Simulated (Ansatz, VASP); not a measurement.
## One calculation of Na2CdGa, two programs

```
Na Cd Ga
1.0
     4.68797    0.00000    0.00000
    -2.34398    4.05988    0.00000
     0.00000    0.00000   10.43955
Na Cd Ga
4 2 2
Cartesian
  -0.0001 2.7066 4.3575
  2.3439 1.3533 9.5773
  -0.0001 2.7066 0.8623
  2.3439 1.3533 6.0820
  -0.0001 0.0000 2.6099
  -0.0001 0.0001 7.8297
  -0.0002 2.7067 7.8297
  2.3438 1.3533 2.6099
```

Alike in both runs: functional r2SCAN; k mesh 4 × 4 × 2; no spin polarisation.

Ansatz relaxed the structure, and its values are those at the end. VASP's run is a single point on that final structure, the one shown.

```csv
,VASP,Ansatz
version,VASP 6.6.1,Ansatz 0.2.0
potentials or method,"VASP PAW PBE potentials, release 64 (Na_pv, Cd, Ga_d), cutoff 520 eV",PAW plane waves
occupations,"fermi-dirac, width 0.1 eV",fermi-dirac
valence electrons in the cell,78,102
```

VASP gave:

| Item | Value |
| --- | --- |
| gap on the k mesh at the Fermi level (eV) | none |
| pressure (GPa) | 0.1 |
| rms of the force components (eV/Å) | 0.018 |

Q: Which values does Ansatz return?

A: gap on the k mesh at the Fermi level (eV): none; pressure (GPa): 0.0; rms of the force components (eV/Å): 0.001.

VASP's potentials were made for PBE, not for r2SCAN. A gap of «none» marks a metal or a gap that the smearing closes. VASP's potentials hold 78 valence electrons a cell and Ansatz's 102, so a difference there can come from the potentials and not from the codes.

The k mesh is coarse, so the values compare programs but aren't converged.
